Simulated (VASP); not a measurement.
# Sr (P6_3/mmc) in VASP: single point with r2SCAN

Aim: the single point of Sr with r2SCAN.

All numbers are computed with VASP 6.6.1; they aren't measurements. Logs are shortened: lines on timing, memory, paths and dates and some standing lists are left out, and cuts for length are marked.

## Step 1: The cell of the first run

It takes space group P6_3/mmc (No. 194, hexagonal). Conventional cell: a = 4.310 Å, b = 4.310 Å, c = 7.191 Å, α = 90.00°, β = 90.00°, γ = 120.00°. Sr (site symmetry -6m2) has 12 Sr at 4.31 to 4.37 Å within 5.7 Å.

This isn't the form of Sr at room conditions, which is fcc.

## Step 2: Single point, r2SCAN (strain +0.0200 x Voigt [0, 0, 1, 0, 0, 0])

The input, POSCAR:

```
Sr
1.0
    4.3100002207      0.0000000000      0.0000000000
   -2.1550001104      3.7325696814      0.0000000000
    0.0000000000      0.0000000000      7.1910000000
Sr
2
Direct
    0.3333333333      0.6666666667      0.2500000000
    0.6666666667      0.3333333333      0.7500000000
```

The input, INCAR.step1:

```
SYSTEM = Sr
ALGO = Normal ; EDIFF = 1E-4
ENCUT = 520 ; GGA = PE
ISMEAR = 0 ; LASPH = .TRUE.
LCHARG = .FALSE. ; LREAL = .FALSE.
LWAVE = .TRUE. ; NBANDS = 17
NELM = 60 ; PREC = Accurate
SIGMA = 0.15
```

The input, INCAR.step2:

```
SYSTEM = Sr
ALGO = Normal ; EDIFF = 1E-7
ENCUT = 520 ; ISIF = 2
ISMEAR = 0 ; ISTART = 1
LASPH = .TRUE. ; LCHARG = .FALSE.
LMIXTAU = .TRUE. ; LREAL = .FALSE.
LWAVE = .FALSE. ; METAGGA = R2SCAN
NBANDS = 17 ; NELM = 60
PREC = Accurate ; SIGMA = 0.15
```

The input, KPOINTS:

```
k-points
0
G
  12 12 8
  0 0 0
```

Potentials or basis: VASP PAW PBE potentials, release 64 (Sr_sv).

Started as:

```console
> cat potpaw_PBE.64/Sr_sv/POTCAR > POTCAR
> cp INCAR.step1 INCAR
> mpirun -np 1 vasp_std > vasp.out
> cp INCAR.step2 INCAR
> mpirun -np 1 vasp_std > vasp.out
```

OUTCAR:

```text
SYSTEM = Sr
   EDIFF = 1E-7
   ENCUT = 520
   ISIF = 2
   ISMEAR = 0
   ISTART = 1
   LASPH = .TRUE.
   LREAL = .FALSE.
   METAGGA = R2SCAN
   NELM = 60
   PREC = Accurate

 ion  position               nearest neighbor table
   1  0.333  0.667  0.250-   2 4.37   2 4.37   2 4.37   2 4.37   2 4.37   2 4.37
   2  0.667  0.333  0.750-   1 4.37   1 4.37   1 4.37   1 4.37   1 4.37   1 4.37

  LATTYP: Found a hexagonal cell.
 ALAT       =     4.3100002207
 C/A-ratio  =     1.6684453902

  Lattice vectors:

 A1 = (   4.3100002207,   0.0000000000,   0.0000000000)
 A2 = (  -2.1550001104,   3.7325696814,   0.0000000000)
 A3 = (   0.0000000000,   0.0000000000,   7.1910000000)

Analysis of symmetry for initial positions (statically):
=====================================================================
 Subroutine PRICEL returns:
 Original cell was already a primitive cell.

 Routine SETGRP: Setting up the symmetry group for a
 hexagonal supercell.

 Subroutine GETGRP returns: Found 24 space group operations
 (whereof 12 operations were pure point group operations)
 out of a pool of 24 trial point group operations.

The static configuration has the point symmetry D_3d.
 The point group associated with its full space group is D_6h.

Analysis of symmetry for dynamics (positions and initial velocities):
=====================================================================
 Subroutine PRICEL returns:
 Original cell was already a primitive cell.

 Routine SETGRP: Setting up the symmetry group for a
 hexagonal supercell.

 Subroutine GETGRP returns: Found 24 space group operations
 (whereof 12 operations were pure point group operations)
 out of a pool of 24 trial point group operations.

The dynamic configuration has the point symmetry D_3d.
 The point group associated with its full space group is D_6h.

 Subroutine INISYM returns: Found 24 space group operations
 (whereof 12 operations are pure point group operations),
 and found     1 'primitive' translations

----------------------------------------------------------------------------------------

                                     Primitive cell

  volume of cell :     115.6843

  direct lattice vectors                    reciprocal lattice vectors
     4.310000221  0.000000000  0.000000000     0.232018550  0.133955972  0.000000000
    -2.155000110  3.732569681  0.000000000     0.000000000  0.267911944  0.000000000
     0.000000000  0.000000000  7.191000000     0.000000000  0.000000000  0.139062717

  length of vectors
     4.310000221  4.310000221  7.191000000     0.267911944  0.267911944  0.139062717

  position of ions in fractional coordinates (direct lattice)
     0.333333333  0.666666667  0.250000000
     0.666666667  0.333333333  0.750000000

  ion indices of the primitive-cell ions
   primitive index   ion index
                 1           1
                 2           2

----------------------------------------------------------------------------------------

 KPOINTS: k-points

Automatic generation of k-mesh.
 Grid dimensions read from file:
 generate k-points for:   12   12    8

 Generating k-lattice:

  Cartesian coordinates                     Fractional coordinates (reciprocal lattice)
     0.019334879  0.011162998  0.000000000     0.083333333 -0.000000000  0.000000000
     0.000000000  0.022325995  0.000000000     0.000000000  0.083333333  0.000000000
     0.000000000  0.000000000  0.017382840     0.000000000  0.000000000  0.125000000

  Length of vectors
     0.022325995  0.022325995  0.017382840

  Shift w.r.t. Gamma in fractional coordinates (k-lattice)
     0.000000000  0.000000000  0.000000000

 Subroutine IBZKPT returns following result:
 ===========================================

 Found     95 irreducible k-points:

 Following reciprocal coordinates:
            Coordinates               Weight
  0.000000  0.000000  0.000000      1.000000
  0.083333  0.000000  0.000000      6.000000
  0.166667 -0.000000  0.000000      6.000000
  0.250000  0.000000  0.000000      6.000000
  0.333333 -0.000000  0.000000      6.000000
  0.416667  0.000000  0.000000      6.000000
[... 16 lines left out ...]
  0.250000  0.000000  0.125000     12.000000
  0.333333 -0.000000  0.125000     12.000000
 [... further k-points ...]
   k-points           NKPTS =     95   k-points in BZ     NKDIM =     95   number of bands    NBANDS=     17
   number of dos      NEDOS =    301   number of ions     NIONS =      2
   total plane-waves  NPLWV =  55296
   dimension x,y,z NGX =    32 NGY =   32 NGZ =   54
   dimension x,y,z NGXF=    64 NGYF=   64 NGZF=  108
   ions per type =               2
   NGX,Y,Z   is equivalent  to a cutoff of  12.34, 12.34, 12.48 a.u.
   NGXF,Y,Z  is equivalent  to a cutoff of  24.69, 24.69, 24.97 a.u.
 SYSTEM =  Sr
   PREC   = accura    normal or accurate (medium, high low for compatibility)
   ISTART =      1    job   : 0-new  1-cont  2-samecut
   ICHARG =      0    charge: 1-file 2-atom 10-const
   ISPIN  =      1    spin polarized calculation?
   LNONCOLLINEAR =      F non collinear calculations
   LSORBIT =      F    spin-orbit coupling
   LASPH  =      T    aspherical Exc in radial PAW
   ENCUT  =  520.0 eV  38.22 Ry    6.18 a.u.   8.01  8.01 13.37*2*pi/ulx,y,z
   NELM   =     60;   NELMIN=  2; NELMDL=  0     # of ELM steps
   EDIFF  = 0.1E-06   stopping-criterion for ELM
   LREAL  =      F    real-space projection
   EDIFFG = 0.1E-05   stopping-criterion for IOM
   NSW    =      0    number of steps for IOM
   IBRION =     -1    ionic relax: 0-MD 1-quasi-New 2-CG
   NFREE  =      0    steps in history (QN), initial steepest desc. (CG)
   ISIF   =      2    stress and relaxation
   ISYM   =      2    0-nonsym 1-usesym 2-fastsym
   POTIM  = 0.5000    time-step for ionic-motion
   TEBEG  =    0.0;   TEEND  =   0.0 temperature during run
   PSTRESS=    0.0 pullay stress
   NELECT =      20.0000    total number of electrons
   NUPDOWN=      -1.0000    fix difference up-down
   EMIN   =  10.00;   EMAX   =-10.00  energy-range for DOS
   EFERMI =   0.00;   METHOD = LEGACY
   ISMEAR =     0;   SIGMA  =   0.15  broadening in eV -4-tet -1-fermi 0-gaus
   EFERMI_NEDOS =   21; number of points for ismear=-14 and -15
   IALGO  =     38    algorithm
   IMIX   =      4    mixing-type and parameters
     AMIX     =   0.40;   BMIX     =  1.00
     AMIX_MAG =   1.60;   BMIX_MAG =  1.00
  volume/ion in A,a.u.               =      57.84       390.34
  Fermi-wavevector in a.u.,A,eV,Ry     =   0.911997  1.723424 11.316485  0.831738
  Thomas-Fermi vector in A             =   2.036341
   LORBIT       =      0    0 simple, 1 ext, 2 COOP (PROOUT), +10 PAW based schemes
   METAGGA = R2SCAN    functional components
   LHFCALC =     F    Hartree Fock is set to
   AEXX    =    0.0000 exact exchange contribution
   IVDW    =     0    specifies the selected vdW correction
   LEPSILON=     F    determine dielectric tensor
   LRPA    =     F    only Hartree local field effects (RPA)
 non-spin polarized calculation
 Gauss-broadening in eV      SIGMA  =   0.15
  energy-cutoff  :      520.00
  volume of cell :      115.68
 maximum number of plane-waves:      3144
   NGX = 17   NGY = 17   NGZ = 27

 number of electron      20.0000000 magnetization

 Free energy of the ion-electron system (eV)
  ---------------------------------------------------
  ext. energy  EPLUGINS =         0.00000000
  ---------------------------------------------------
  free energy    TOTEN  =       -30.20235781 eV

  energy without entropy =      -30.17592916  energy(sigma->0) =      -30.18914348

 E-fermi :   1.4586     XC(G=0):  -7.6354

 val. band max:        1.4434691312   @ k =   0.2500   0.0833   0.0000
 cond. band min:       1.4705261124   @ k =   0.3333   0.3333   0.3750
 fundamental gap:      0.0270569812
 Fermi energy:         1.4585686001

 k-point     1 :       0.0000    0.0000    0.0000
  band No.  band energies     occupation
      1     -36.6826      2.00000
      2     -36.6717      2.00000
      3     -18.1045      2.00000
      4     -17.9719      2.00000
      5     -17.9719      2.00000
      6     -17.9512      2.00000
[... 9 lines left out ...]
     16       4.4445      0.00000
     17       5.0535      0.00000

 k-point     2 :       0.0833    0.0000    0.0000
  band No.  band energies     occupation
      1     -36.6818      2.00000
      2     -36.6713      2.00000
      3     -18.1007      2.00000
      4     -17.9812      2.00000
      5     -17.9747      2.00000
      6     -17.9609      2.00000
[... 9 lines left out ...]
     16       4.5412      0.00000
     17       4.8377      0.00000

 k-point     3 :       0.1667   -0.0000    0.0000
  band No.  band energies     occupation
      1     -36.6797      2.00000
      2     -36.6701      2.00000
      3     -18.0899      2.00000
      4     -18.0070      2.00000
      5     -17.9870      2.00000
      6     -17.9823      2.00000
[... 9 lines left out ...]
     16       4.4145      0.00000
     17       4.6744      0.00000

 k-point     4 :       0.2500    0.0000    0.0000
  band No.  band energies     occupation
      1     -36.6768      2.00000
      2     -36.6687      2.00000
      3     -18.0738      2.00000
      4     -18.0423      2.00000
      5     -18.0218      2.00000
      6     -17.9925      2.00000
[... 9 lines left out ...]
     16       4.7441      0.00000
     17       4.8393      0.00000

 k-point     5 :       0.3333   -0.0000    0.0000
  band No.  band energies     occupation
      1     -36.6737      2.00000
      2     -36.6674      2.00000
      3     -18.0778      2.00000
      4     -18.0557      2.00000
      5     -18.0551      2.00000
      6     -18.0024      2.00000
[... 9 lines left out ...]
     16       5.1585      0.00000
     17       5.4207      0.00000

 k-point     6 :       0.4167    0.0000    0.0000
  band No.  band energies     occupation
      1     -36.6711      2.00000
      2     -36.6667      2.00000
      3     -18.1038      2.00000
      4     -18.0801      2.00000
      5     -18.0380      2.00000
      6     -18.0095      2.00000
[... 9 lines left out ...]
     16       5.5991      0.00000
     17       6.1210      0.00000

 k-point     7 :       0.5000    0.0000    0.0000
  band No.  band energies     occupation
      1     -36.6701      2.00000
      2     -36.6666      2.00000
      3     -18.1133      2.00000
      4     -18.0889      2.00000
      5     -18.0300      2.00000
      6     -18.0121      2.00000
[... 9 lines left out ...]
     16       5.8866      0.00000
     17       6.6295      0.00000

 k-point     8 :       0.0833    0.0833    0.0000
  band No.  band energies     occupation
      1     -36.6804      2.00000
      2     -36.6705      2.00000
      3     -18.0934      2.00000
      4     -17.9972      2.00000
      5     -17.9856      2.00000
      6     -17.9735      2.00000
[... 9 lines left out ...]
     16       4.5176      0.00000
     17       4.7328      0.00000
[... 203 lines left out ...]
      1     -36.6672      2.00000
      2     -36.6672      2.00000
      3     -18.0812      2.00000
      4     -18.0597      2.00000
      5     -18.0597      2.00000
      6     -18.0354      2.00000
[... 9 lines left out ...]
     16       5.4024      0.00000
     17       5.4024      0.00000

 k-point    20 :       0.0000    0.0000    0.1250
  band No.  band energies     occupation
      1     -36.6821      2.00000
      2     -36.6721      2.00000
      3     -18.0985      2.00000
      4     -17.9711      2.00000
      5     -17.9711      2.00000
      6     -17.9520      2.00000
[... 9 lines left out ...]
     16       4.3980      0.00000
     17       5.1388      0.00000

 k-point    21 :       0.0833    0.0000    0.1250
  band No.  band energies     occupation
      1     -36.6814      2.00000
      2     -36.6717      2.00000
      3     -18.0950      2.00000
      4     -17.9803      2.00000
      5     -17.9739      2.00000
      6     -17.9632      2.00000
[... 9 lines left out ...]
     16       4.4824      0.00000
     17       4.9799      0.00000

 k-point    22 :       0.1667   -0.0000    0.1250
  band No.  band energies     occupation
      1     -36.6794      2.00000
      2     -36.6705      2.00000
      3     -18.0855      2.00000
      4     -18.0054      2.00000
      5     -17.9896      2.00000
      6     -17.9814      2.00000
[... 9 lines left out ...]
     16       4.6396      0.00000
     17       4.7348      0.00000

 k-point    23 :       0.2500    0.0000    0.1250
  band No.  band energies     occupation
      1     -36.6765      2.00000
      2     -36.6690      2.00000
      3     -18.0735      2.00000
      4     -18.0378      2.00000
      5     -18.0241      2.00000
      6     -17.9914      2.00000
[... 9 lines left out ...]
     16       4.8333      0.00000
     17       4.8458      0.00000

 k-point    24 :       0.3333   -0.0000    0.1250
  band No.  band energies     occupation
      1     -36.6734      2.00000
      2     -36.6677      2.00000
      3     -18.0830      2.00000
      4     -18.0601      2.00000
      5     -18.0442      2.00000
      6     -18.0012      2.00000
[... 9 lines left out ...]
     16       5.1668      0.00000
     17       5.3737      0.00000

 [... further k-points ...]

------------------------ aborting loop because EDIFF is reached ----------------------------------------

  FORCE on cell =-STRESS in cart. coord.  units (eV):
  Direction    XX          YY          ZZ          XY          YZ          ZX
  --------------------------------------------------------------------------------------
  -------------------------------------------------------------------------------------
  Total       -0.0293747     -0.0293747     -0.2373204      0.0000000     -0.0000000      0.0000000
  in kB       -0.4068273     -0.4068273     -3.2867844      0.0000000     -0.0000000      0.0000000
  external PRESSURE =      -1.3668130 kB  Pullay stress =       0.0000000 kB

 VOLUME and BASIS-vectors are now :
 -----------------------------------------------------------------------------
  energy-cutoff  :      520.00
  volume of cell :      115.68
      direct lattice vectors                 reciprocal lattice vectors
     4.310000221  0.000000000  0.000000000     0.232018550  0.133955972  0.000000000
    -2.155000110  3.732569681  0.000000000     0.000000000  0.267911944  0.000000000
     0.000000000  0.000000000  7.191000000     0.000000000  0.000000000  0.139062717

 POSITION                                       TOTAL-FORCE (eV/Angst)
 -----------------------------------------------------------------------------------
     -0.00000      2.48838      1.79775         0.000000      0.000000      0.000000
      2.15500      1.24419      5.39325        -0.000000     -0.000000      0.000000
 -----------------------------------------------------------------------------------
    total drift:                               -0.000000      0.000000     -0.000000

  FREE ENERGIE OF THE ION-ELECTRON SYSTEM (eV)
  ---------------------------------------------------
  free  energy   TOTEN  =       -30.2023578064 eV

  energy  without entropy=      -30.1759291623  energy(sigma->0) =      -30.18914348
```

Wall time 11 min (1 thread of Intel Xeon 8259CL, shared host); peak memory 0.35 GiB.

What came out:

```
Free energy            : -30.2024 eV
Pressure               : -0.1 GPa
Band gap on the k mesh : zero (bands 10 and 11 overlap by 0.42 eV)
```

Caveat: the cell differs from its parent crystal (strain +0.0200 x Voigt [0, 0, 1, 0, 0, 0]); the PAW data sets were made with another functional, which shifts forces and pressure a little.
